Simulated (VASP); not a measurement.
# AlN (P6_3mc) in VASP: a series of runs

Runs on AlN. Level: r2SCAN. Tasks: single point, relaxation of cell and atoms.

Everything below comes from runs of VASP 6.6.1. Logs are shortened: lines on timing, memory, paths and dates and some standing lists are left out, and cuts for length are marked.

**Measured values to compare with.**

“Self-assembly of well-separated AlN nanowires directly on sputtered metallic TiN films”, 2019, arxiv:1910.07391 quotes, for a bulk crystal of AlN at 10 K: band gap 6.034 eV (an exciton energy, a little under the gap).

How close the calculation comes is told below.

## Step 1: The cell of the first run

The structure is hexagonal, space group P6_3mc (No. 186). Conventional cell: a = 3.107 Å, b = 3.107 Å, c = 4.978 Å, α = 90.00°, β = 90.00°, γ = 120.00°. Al (site symmetry 3m) has 4 N at 1.89 to 1.90 Å within 2.5 Å. N (site symmetry 3m) has 4 Al at 1.89 to 1.90 Å within 2.5 Å.

## Step 2: Single point, r2SCAN

POSCAR reads:

```
AlN
1.0
   -3.1066653375      0.0000000000      0.0000000000
   -1.5533326688     -2.6904511034      0.0000000000
    0.0000000000      0.0000000000      9.9568096770
Al N
4 4
Direct
    0.3333333333      0.3333333333      0.0008464511
    0.3333333333      0.3333333333      0.5008464511
    0.6666666667      0.6666666667      0.2508464511
    0.6666666667      0.6666666667      0.7508464511
    0.3333333333      0.3333333333      0.1916535489
    0.3333333333      0.3333333333      0.6916535489
    0.6666666667      0.6666666667      0.4416535489
    0.6666666667      0.6666666667      0.9416535489
```

INCAR.step1 reads:

```
PREC = Accurate ; ENCUT = 520
ISMEAR = 0 ; SIGMA = 0.05
LREAL = F ; LASPH = T
NELM = 100 ; NBANDS = 26
GGA = PE ; ALGO = Normal
EDIFF = 1E-4 ; LWAVE = T
LCHARG = F
```

INCAR.step2 reads:

```
PREC = Accurate ; ENCUT = 520
EDIFF = 1E-6 ; ISMEAR = 0
SIGMA = 0.05 ; LREAL = F
LASPH = T ; NELM = 100
ALGO = Normal ; ISIF = 2
LWAVE = F ; LCHARG = F
METAGGA = R2SCAN ; LMIXTAU = T
NBANDS = 26 ; ISTART = 1
```

KPOINTS reads:

```
Automatic mesh
0
Gamma
  8 8 3
```

Potentials or basis: VASP PAW PBE potentials, release 64 (Al, N).

Run with:

```sh
$ cat potpaw_PBE.64/Al/POTCAR potpaw_PBE.64/N/POTCAR > POTCAR
$ cp INCAR.step1 INCAR
$ mpirun -np 1 vasp_std > vasp.out
$ cp INCAR.step2 INCAR
$ mpirun -np 1 vasp_std > vasp.out
```

OUTCAR:

```text
PREC = Accurate
   ENCUT = 520
   EDIFF = 1E-6
   ISMEAR = 0
   LREAL = F
   LASPH = T
   NELM = 100
   ISIF = 2
   METAGGA = R2SCAN
   ISTART = 1

 ion  position               nearest neighbor table
   1  0.333  0.333  0.001-   8 1.89   8 1.89   8 1.89   5 1.90   4 3.07   3 3.07   3 3.07   4 3.07
                             3 3.07   4 3.07
   2  0.333  0.333  0.501-   7 1.89   7 1.89   7 1.89   6 1.90   4 3.07   3 3.07   3 3.07   4 3.07
                             3 3.07   4 3.07
   3  0.667  0.667  0.251-   5 1.89   5 1.89   5 1.89   7 1.90   1 3.07   2 3.07   2 3.07   1 3.07
                             1 3.07   2 3.07
   4  0.667  0.667  0.751-   6 1.89   6 1.89   6 1.89   8 1.90   1 3.07   2 3.07   2 3.07   1 3.07
                             1 3.07   2 3.07
   5  0.333  0.333  0.192-   3 1.89   3 1.89   3 1.89   1 1.90
   6  0.333  0.333  0.692-   4 1.89   4 1.89   4 1.89   2 1.90
   7  0.667  0.667  0.442-   2 1.89   2 1.89   2 1.89   3 1.90
   8  0.667  0.667  0.942-   1 1.89   1 1.89   1 1.89   4 1.90
[... 7 lines left out ...]
 A1 = (   1.5533326688,   2.6904511034,   0.0000000000)
 A2 = (  -3.1066653375,   0.0000000000,   0.0000000000)
 A3 = (   0.0000000000,   0.0000000000,   9.9568096770)

Analysis of symmetry for initial positions (statically):
=====================================================================
 Subroutine PRICEL returns following result:

  LATTYP: Found a hexagonal cell.
 ALAT       =     3.1066653376
 C/A-ratio  =     1.6024915134

  Lattice vectors:

 A1 = (   1.5533326688,   2.6904511034,   0.0000000000)
 A2 = (  -3.1066653375,   0.0000000000,   0.0000000000)
 A3 = (   0.0000000000,   0.0000000000,   4.9784048385)

   2 primitive cells build up your supercell.

 Routine SETGRP: Setting up the symmetry group for a
 hexagonal supercell.

 Subroutine GETGRP returns: Found 12 space group operations
 (whereof  6 operations were pure point group operations)
 out of a pool of 24 trial point group operations.

The static configuration has the point symmetry C_3v.
 The point group associated with its full space group is C_6v.

Analysis of symmetry for dynamics (positions and initial velocities):
=====================================================================
 Subroutine PRICEL returns following result:

  LATTYP: Found a hexagonal cell.
 ALAT       =     3.1066653376
 C/A-ratio  =     1.6024915134

  Lattice vectors:

 A1 = (   1.5533326688,   2.6904511034,   0.0000000000)
 A2 = (  -3.1066653375,   0.0000000000,   0.0000000000)
 A3 = (   0.0000000000,   0.0000000000,   4.9784048385)
[... 115 lines left out ...]
   NFREE  =      0    steps in history (QN), initial steepest desc. (CG)
   ISIF   =      2    stress and relaxation
   ISYM   =      2    0-nonsym 1-usesym 2-fastsym
   POTIM  = 0.5000    time-step for ionic-motion
   TEBEG  =    0.0;   TEEND  =   0.0 temperature during run
   PSTRESS=    0.0 pullay stress
   NELECT =      32.0000    total number of electrons
   NUPDOWN=      -1.0000    fix difference up-down
   EMIN   =  10.00;   EMAX   =-10.00  energy-range for DOS
   EFERMI =   0.00;   METHOD = LEGACY
   ISMEAR =     0;   SIGMA  =   0.05  broadening in eV -4-tet -1-fermi 0-gaus
   EFERMI_NEDOS =   21; number of points for ismear=-14 and -15
   IALGO  =     38    algorithm
   IMIX   =      4    mixing-type and parameters
     AMIX     =   0.40;   BMIX     =  1.00
     AMIX_MAG =   1.60;   BMIX_MAG =  1.00
  volume/ion in A,a.u.               =      10.40        70.20
  Fermi-wavevector in a.u.,A,eV,Ry     =   1.190451  2.249626 19.281821  1.417174
  Thomas-Fermi vector in A             =   2.326535
   LORBIT       =      0    0 simple, 1 ext, 2 COOP (PROOUT), +10 PAW based schemes
   METAGGA = R2SCAN    functional components
   LHFCALC =     F    Hartree Fock is set to
   AEXX    =    0.0000 exact exchange contribution
   IVDW    =     0    specifies the selected vdW correction
   LEPSILON=     F    determine dielectric tensor
   LRPA    =     F    only Hartree local field effects (RPA)
 non-spin polarized calculation
 Gauss-broadening in eV      SIGMA  =   0.05
  energy-cutoff  :      520.00
  volume of cell :       83.22
 maximum number of plane-waves:      2256
   NGX = 11   NGY = 11   NGZ = 37

 number of electron      31.9999994 magnetization

 Free energy of the ion-electron system (eV)
  ---------------------------------------------------
  ext. energy  EPLUGINS =         0.00000000
  ---------------------------------------------------
  free energy    TOTEN  =       -76.91246224 eV

  energy without entropy =      -76.91246224  energy(sigma->0) =      -76.91246224

 E-fermi :   6.2089     XC(G=0): -11.4168

 val. band max:        5.9189411585   @ k =   0.0000   0.0000   0.0000
 cond. band min:      10.8392655677   @ k =   0.0000   0.0000   0.0000
 fundamental gap:      4.9203244092
 Fermi energy:         6.2089341580

 k-point     1 :       0.0000    0.0000    0.0000
  band No.  band energies     occupation
      1     -10.0621      2.00000
      2      -9.1725      2.00000
      3      -9.1725      2.00000
      4      -7.9401      2.00000
      5      -0.1507      2.00000
      6       2.5447      2.00000
[... 569 lines left out ...]
     25      18.3313      0.00000
     26      18.5757      0.00000

------------------------ aborting loop because EDIFF is reached ----------------------------------------

  FORCE on cell =-STRESS in cart. coord.  units (eV):
  Direction    XX          YY          ZZ          XY          YZ          ZX
  --------------------------------------------------------------------------------------
  -------------------------------------------------------------------------------------
  Total       -0.2009004     -0.2009004     -0.1996148     -0.0000000      0.0000000      0.0000000
  in kB       -3.8676893     -3.8676893     -3.8429389     -0.0000000      0.0000000      0.0000000
  external PRESSURE =      -3.8594392 kB  Pullay stress =       0.0000000 kB

 VOLUME and BASIS-vectors are now :
 -----------------------------------------------------------------------------
  energy-cutoff  :      520.00
  volume of cell :       83.22
      direct lattice vectors                 reciprocal lattice vectors
    -3.106665337  0.000000000  0.000000000    -0.321888550  0.185842441  0.000000000
    -1.553332669 -2.690451103  0.000000000     0.000000000 -0.371684882  0.000000000
     0.000000000  0.000000000  9.956809677     0.000000000  0.000000000  0.100433777

 POSITION                                       TOTAL-FORCE (eV/Angst)
 -----------------------------------------------------------------------------------
     -1.55333     -0.89682      0.00843         0.000000     -0.000000      0.000294
     -1.55333     -0.89682      4.98683         0.000000     -0.000000      0.000294
     -3.10667     -1.79363      2.49763        -0.000000      0.000000      0.000294
     -3.10667     -1.79363      7.47604        -0.000000      0.000000      0.000294
     -1.55333     -0.89682      1.90826        -0.000000      0.000000     -0.000294
     -1.55333     -0.89682      6.88666        -0.000000      0.000000     -0.000294
     -3.10667     -1.79363      4.39746         0.000000      0.000000     -0.000294
     -3.10667     -1.79363      9.37587         0.000000      0.000000     -0.000294
 -----------------------------------------------------------------------------------
    total drift:                                0.000000      0.000000     -0.001218

  FREE ENERGIE OF THE ION-ELECTRON SYSTEM (eV)
  ---------------------------------------------------
  free  energy   TOTEN  =       -76.9124622431 eV

  energy  without entropy=      -76.9124622431  energy(sigma->0) =      -76.91246224
```

OSZICAR.step1:

```text
N       E                     dE             d eps       ncg     rms          rms(c)
DAV:   1     0.110765907547E+03    0.11077E+03   -0.14815E+04  1040   0.111E+03
DAV:   2    -0.594984750739E+02   -0.17026E+03   -0.15843E+03  1432   0.226E+02
DAV:   3    -0.689753340611E+02   -0.94769E+01   -0.94211E+01  1418   0.552E+01
DAV:   4    -0.690603900986E+02   -0.85056E-01   -0.85004E-01  1208   0.597E+00
DAV:   5    -0.690615735207E+02   -0.11834E-02   -0.11830E-02  1396   0.706E-01    0.173E+01
DAV:   6    -0.595063573975E+02    0.95552E+01   -0.30366E+01  1292   0.292E+01    0.600E+00
DAV:   7    -0.595592982554E+02   -0.52941E-01   -0.15531E+00  1230   0.641E+00    0.420E+00
DAV:   8    -0.595428464177E+02    0.16452E-01   -0.13851E-01  1210   0.258E+00    0.652E-01
DAV:   9    -0.595342260580E+02    0.86204E-02   -0.36224E-02  1364   0.971E-01    0.309E-01
DAV:  10    -0.595355960718E+02   -0.13700E-02   -0.54164E-03  1294   0.370E-01    0.184E-01
DAV:  11    -0.595354223105E+02    0.17376E-03   -0.55176E-04  1176   0.130E-01    0.414E-02
DAV:  12    -0.595354280371E+02   -0.57266E-05   -0.18562E-05   658   0.305E-02
   1 F= -.59535428E+02 E0= -.59535428E+02  d E =-.814234E-12
```

Run time: 3.6 min. Hardware: 1 thread of Intel Xeon 8259CL, shared host; peak memory 0.22 GiB.

Results:

```
Free energy            : -76.9125 eV
Pressure               : -0.4 GPa
Band gap on the k mesh : 4.92 eV
```

Caveat: the PAW data sets were made with another functional, which shifts forces and pressure a little.

## Step 3: Single point, r2SCAN

This run uses another cell than the first one: it holds 4 atoms, not 8.

POSCAR reads:

```
AlN
1.0
    3.1066653375      0.0000000000      0.0000000000
   -1.5533326688      2.6904511034      0.0000000000
    0.0000000000      0.0000000000      4.9784048385
Al N
2 2
Direct
    0.3333333333      0.6666666667      0.0016929023
    0.6666666667      0.3333333333      0.5016929023
    0.3333333333      0.6666666667      0.3833070977
    0.6666666667      0.3333333333      0.8833070977
```

INCAR.step1 reads:

```
SYSTEM = AlN
PREC = Accurate
ENCUT = 520
ISMEAR = 0
SIGMA = 0.02
LREAL = .False.
LASPH = .True.
NELM = 100
NBANDS = 16
GGA = PE
ALGO = Normal
EDIFF = 1E-4
LWAVE = .True.
LCHARG = .False.
```

INCAR.step2 reads:

```
SYSTEM = AlN
PREC = Accurate
ENCUT = 520
EDIFF = 1E-6
ISMEAR = 0
SIGMA = 0.02
LREAL = .False.
LASPH = .True.
NELM = 100
ALGO = Normal
ISIF = 2
LWAVE = .False.
LCHARG = .False.
METAGGA = R2SCAN
LMIXTAU = .True.
NBANDS = 16
ISTART = 1
```

KPOINTS reads:

```
regular mesh
0
Gamma
  12 12 6
  0 0 0
```

Potentials or basis: VASP PAW PBE potentials, release 64 (Al, N).

Run with:

```sh
$ cat potpaw_PBE.64/Al/POTCAR potpaw_PBE.64/N/POTCAR > POTCAR
$ cp INCAR.step1 INCAR
$ mpirun -np 1 vasp_std > vasp.out
$ cp INCAR.step2 INCAR
$ mpirun -np 1 vasp_std > vasp.out
```

Wall time 3 min (1 thread of Intel Xeon 8259CL, shared host); peak memory 0.19 GiB.

The run converged. Its results:

```
Free energy            : -38.4563 eV
Pressure               : -0.4 GPa
Band gap on the k mesh : 4.92 eV
```

Levels at points of the mesh, in eV from the valence-band top:
```csv
k point,band 4,band 5,band 6,band 7,band 8,band 9,band 10,band 11,band 12,band 13
"(0.00, 0.00, 0.00)",-0.88,-0.88,-0.22,-0.22,0.00,4.92,7.54,11.62,12.04,12.04
"(0.50, 0.00, 0.00)",-4.22,-3.39,-2.14,-1.77,-0.71,6.45,6.56,9.05,11.26,11.72
"(0.00, 0.00, 0.50)",-3.37,-0.56,-0.56,-0.56,-0.56,7.26,7.26,11.32,11.32,12.36
"(0.50, 0.00, 0.50)",-5.67,-1.50,-1.50,-1.39,-1.39,6.00,6.00,10.15,10.15,12.94
```

Caveat: the PAW data sets were made with another functional, which shifts forces and pressure a little.

## Step 4: Single point, r2SCAN

This run uses another cell than the first one: it holds 16 atoms, not 8.

POSCAR reads:

```
AlN
1.0
    1.5533326688     -2.6904511034      0.0000000000
    0.0000000000      0.0000000000     -4.9784048385
    9.3199960126      5.3809022067      0.0000000000
Al N
8 8
Direct
    0.5000000000      0.9983070977      0.0833333333
    0.0000000000      0.9983070977      0.3333333333
    0.5000000000      0.9983070977      0.5833333333
    0.0000000000      0.9983070977      0.8333333333
    0.0000000000      0.4983070977      0.1666666667
    0.5000000000      0.4983070977      0.4166666667
    0.0000000000      0.4983070977      0.6666666667
    0.5000000000      0.4983070977      0.9166666667
    0.5000000000      0.6166929023      0.0833333333
    0.0000000000      0.6166929023      0.3333333333
    0.5000000000      0.6166929023      0.5833333333
    0.0000000000      0.6166929023      0.8333333333
    0.0000000000      0.1166929023      0.1666666667
    0.5000000000      0.1166929023      0.4166666667
    0.0000000000      0.1166929023      0.6666666667
    0.5000000000      0.1166929023      0.9166666667
```

INCAR.step1 reads:

```
SYSTEM = AlN
  PREC = Accurate
  ENCUT = 520
  ISMEAR = 0
  SIGMA = 0.05
  LREAL = Auto
  LASPH = .TRUE.
  NELM = 80
  NBANDS = 46
  GGA = PE
  ALGO = Normal
  EDIFF = 1E-4
  LWAVE = .TRUE.
  LCHARG = .FALSE.
```

INCAR.step2 reads:

```
SYSTEM = AlN
  PREC = Accurate
  ENCUT = 520
  EDIFF = 1E-6
  ISMEAR = 0
  SIGMA = 0.05
  LREAL = Auto
  LASPH = .TRUE.
  NELM = 80
  ALGO = Normal
  ISIF = 2
  LWAVE = .FALSE.
  LCHARG = .FALSE.
  METAGGA = R2SCAN
  LMIXTAU = .TRUE.
  NBANDS = 46
  ISTART = 1
```

KPOINTS reads:

```
Automatic mesh
0
G
  7 5 2
  0 0 0
```

Potentials or basis: VASP PAW PBE potentials, release 64 (Al, N).

Run with:

```sh
$ cat potpaw_PBE.64/Al/POTCAR potpaw_PBE.64/N/POTCAR > POTCAR
$ cp INCAR.step1 INCAR
$ mpirun -np 1 vasp_std > vasp.out
$ cp INCAR.step2 INCAR
$ mpirun -np 1 vasp_std > vasp.out
```

OUTCAR:

```text
SYSTEM = AlN
   PREC = Accurate
   ENCUT = 520
   EDIFF = 1E-6
   ISMEAR = 0
   LREAL = Auto
   LASPH = .TRUE.
   NELM = 80
   ISIF = 2
   METAGGA = R2SCAN
   ISTART = 1

 ion  position               nearest neighbor table
   1  0.500  0.998  0.083-  16 1.89  13 1.89  13 1.89   9 1.90   8 3.07   8 3.07   5 3.07   5 3.07
                             5 3.07   5 3.07   2 3.11   4 3.11   4 3.11   2 3.11
   2  0.000  0.998  0.333-  13 1.89  14 1.89  14 1.89  10 1.90   5 3.07   5 3.07   6 3.07   6 3.07
                             6 3.07   6 3.07   3 3.11   1 3.11   3 3.11   1 3.11
   3  0.500  0.998  0.583-  14 1.89  15 1.89  15 1.89  11 1.90   6 3.07   6 3.07   7 3.07   7 3.07
                             7 3.07   7 3.07   4 3.11   2 3.11   4 3.11   2 3.11
   4  0.000  0.998  0.833-  15 1.89  16 1.89  16 1.89  12 1.90   7 3.07   7 3.07   8 3.07   8 3.07
                             8 3.07   8 3.07   1 3.11   3 3.11   3 3.11   1 3.11
[... 1375 lines left out ...]

 VOLUME and BASIS-vectors are now :
 -----------------------------------------------------------------------------
  energy-cutoff  :      520.00
  volume of cell :      166.44
      direct lattice vectors                 reciprocal lattice vectors
     1.553332669 -2.690451103  0.000000000     0.160944275 -0.278763661  0.000000000
     0.000000000  0.000000000 -4.978404839     0.000000000  0.000000000 -0.200867553
     9.319996013  5.380902207  0.000000000     0.080472137  0.046460610  0.000000000

 POSITION                                       TOTAL-FORCE (eV/Angst)
 -----------------------------------------------------------------------------------
      1.55333     -0.89682     -4.96998         0.004455      0.002572      0.001591
      3.10667      1.79363     -4.96998         0.004455      0.002572      0.001591
      6.21333      1.79363     -4.96998         0.004455      0.002572      0.001591
      7.76666      4.48409     -4.96998         0.004455      0.002572      0.001591
      1.55333      0.89682     -2.48077        -0.004455     -0.002572      0.001591
      4.66000      0.89682     -2.48077        -0.004455     -0.002572      0.001591
[... 8 lines left out ...]
      6.21333      3.58727     -0.58094         0.000227      0.000131     -0.001591
      9.32000      3.58727     -0.58094         0.000227      0.000131     -0.001591
 -----------------------------------------------------------------------------------
    total drift:                               -0.000002     -0.000001      0.013955

  FREE ENERGIE OF THE ION-ELECTRON SYSTEM (eV)
  ---------------------------------------------------
  free  energy   TOTEN  =      -153.8261733763 eV

  energy  without entropy=     -153.8261733763  energy(sigma->0) =     -153.82617338
```

OUTCAR.step1:

```text
SYSTEM = AlN
   PREC = Accurate
   ENCUT = 520
   ISMEAR = 0
   LREAL = Auto
   LASPH = .TRUE.
   NELM = 80
   GGA = PE
[... 1403 lines left out ...]
      4.66000      0.89682     -2.48077        -0.004547     -0.002625     -0.006837
[... 8 lines left out ...]
      6.21333      3.58727     -0.58094         0.000126      0.000073      0.006837
      9.32000      3.58727     -0.58094         0.000126      0.000073      0.006837
 -----------------------------------------------------------------------------------
    total drift:                               -0.000003     -0.000001      0.014751

  FREE ENERGIE OF THE ION-ELECTRON SYSTEM (eV)
  ---------------------------------------------------
  free  energy   TOTEN  =      -119.0720025981 eV

  energy  without entropy=     -119.0720025981  energy(sigma->0) =     -119.07200260
```

OSZICAR.step1:

```text
N       E                     dE             d eps       ncg     rms          rms(c)
DAV:   1     0.255229663819E+03    0.25523E+03   -0.29732E+04  2208   0.126E+03
DAV:   2    -0.113818295855E+03   -0.36905E+03   -0.35129E+03  2820   0.254E+02
DAV:   3    -0.137841685029E+03   -0.24023E+02   -0.23870E+02  2792   0.689E+01
DAV:   4    -0.138119659788E+03   -0.27797E+00   -0.27752E+00  2664   0.824E+00
DAV:   5    -0.138124215284E+03   -0.45555E-02   -0.45538E-02  2774   0.104E+00    0.244E+01
DAV:   6    -0.119064528389E+03    0.19060E+02   -0.72026E+01  2652   0.330E+01    0.850E+00
DAV:   7    -0.119116816141E+03   -0.52288E-01   -0.25506E+00  2568   0.651E+00    0.589E+00
DAV:   8    -0.119080285123E+03    0.36531E-01   -0.22651E-01  2540   0.265E+00    0.824E-01
DAV:   9    -0.119069821977E+03    0.10463E-01   -0.55108E-02  2766   0.896E-01    0.418E-01
DAV:  10    -0.119072330550E+03   -0.25086E-02   -0.10000E-02  2560   0.384E-01    0.238E-01
DAV:  11    -0.119071991835E+03    0.33871E-03   -0.12745E-03  2562   0.143E-01    0.504E-02
DAV:  12    -0.119072002598E+03   -0.10763E-04   -0.28661E-05  1518   0.293E-02
   1 F= -.11907200E+03 E0= -.11907200E+03  d E =-.113313E-15
```

Run time: 15 min. Hardware: 1 thread of Intel Xeon 8259CL, shared host; peak memory 0.34 GiB.

What came out:

| Item | Value |
| --- | --- |
| Free energy | -153.8262 eV |
| Pressure | -0.4 GPa |
| Largest force | 0.005 eV/Å |
| Band gap on the k mesh | 4.92 eV |

Forces in eV/Å, atoms in the order of the input:
```
Al   0.004  0.003  0.002
Al   0.004  0.003  0.002
Al   0.004  0.003  0.002
Al   0.004  0.003  0.002
Al  -0.004 -0.003  0.002
Al  -0.004 -0.003  0.002
Al  -0.004 -0.003  0.002
Al  -0.004 -0.003  0.002
N    0.000  0.000 -0.002
N    0.000  0.000 -0.002
N    0.000  0.000 -0.002
N    0.000  0.000 -0.002
N    0.000  0.000 -0.002
N    0.000  0.000 -0.002
N    0.000  0.000 -0.002
N    0.000  0.000 -0.002
```

Caveat: the PAW data sets were made with another functional, which shifts forces and pressure a little.

(Continued in part 2 of 2.)
